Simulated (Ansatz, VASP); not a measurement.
This is a calculation of Mg3Ti for Ansatz 0.2.0.

Contents of input.yaml:

```yaml
crystal:
  lattice:
    - [-2.1861979442, 2.1861979442, 4.3481924302]
    - [2.1861979442, -2.1861979442, 4.3481924302]
    - [2.1861979442, 2.1861979442, -4.3481924302]
  atoms:
    - { symbol: Ti, position: [0.0, 0.0, 0.0] }
    - { symbol: Mg, position: [0.75, 0.25, 0.5] }
    - { symbol: Mg, position: [0.25, 0.75, 0.5] }
    - { symbol: Mg, position: [0.5, 0.5, 0.0] }
hamiltonian:
  xc: pbe
  pseudopotentials: { kind: paw }
kpoints:
  mp_grid: { grid: [9, 9, 9] }
scf:
  occupations: { method: fermi_dirac, width: 0.05 }
output:
  forces: true
  stress: true
  eigenvalues: true
```

Potentials or basis: Ansatz PAW.

Launch:

```bash
$ ansatz run input.yaml --threads 2 --pin off --max-ram 5120MiB --backend cpu --events-out ev --progress --plain --runs-dir out
```

Task: Set up the same calculation for VASP 6.6.1. Potentials there: VASP PAW PBE potentials, release 64 (Ti_sv, Mg).

Result: As run (the cutoff follows the program's own potentials):

File INCAR:

```
SYSTEM = Mg3Ti
PREC = Accurate
ENCUT = 520
EDIFF = 1E-6
ISMEAR = -1
SIGMA = 0.05
LREAL = .FALSE.
LASPH = .TRUE.
NELM = 80
ALGO = Normal
ISIF = 2
LWAVE = .FALSE.
LCHARG = .FALSE.
GGA = PE
NBANDS = 17
```

File KPOINTS:

```
Automatic mesh
0
G
  9 9 9
  0 0 0
```

The input POSCAR:

```
Mg3Ti
1.0
   -2.1861979442      2.1861979442      4.3481924302
    2.1861979442     -2.1861979442      4.3481924302
    2.1861979442      2.1861979442     -4.3481924302
Ti Mg
1 3
Direct
    0.0000000000      0.0000000000      0.0000000000
    0.7500000000      0.2500000000      0.5000000000
    0.2500000000      0.7500000000      0.5000000000
    0.5000000000      0.5000000000      0.0000000000
```

Potentials or basis: VASP PAW PBE potentials, release 64 (Ti_sv, Mg).

Command:

```bash
$ cat potpaw_PBE.64/Ti_sv/POTCAR potpaw_PBE.64/Mg/POTCAR > POTCAR
$ mpirun -np 1 vasp_std > vasp.out
```

Both were run:

|  | VASP | Ansatz | Ansatz less VASP |
| --- | --- | --- | --- |
| gap on the k mesh at the Fermi level (eV) | none | none | - |
| pressure (GPa) | 0.4 | 0.4 | +0.05 |
| traceless stress, the component that is largest in VASP (GPa) | -0.67 | -0.66 | +0.015 |

A gap of «none» marks a metal or a gap that the smearing closes. The functional is the same, so the differences come from potentials, cutoffs and numerics. VASP's potentials hold 18 valence electrons a cell and Ansatz's 42, so a difference there can come from the potentials and not from the codes.
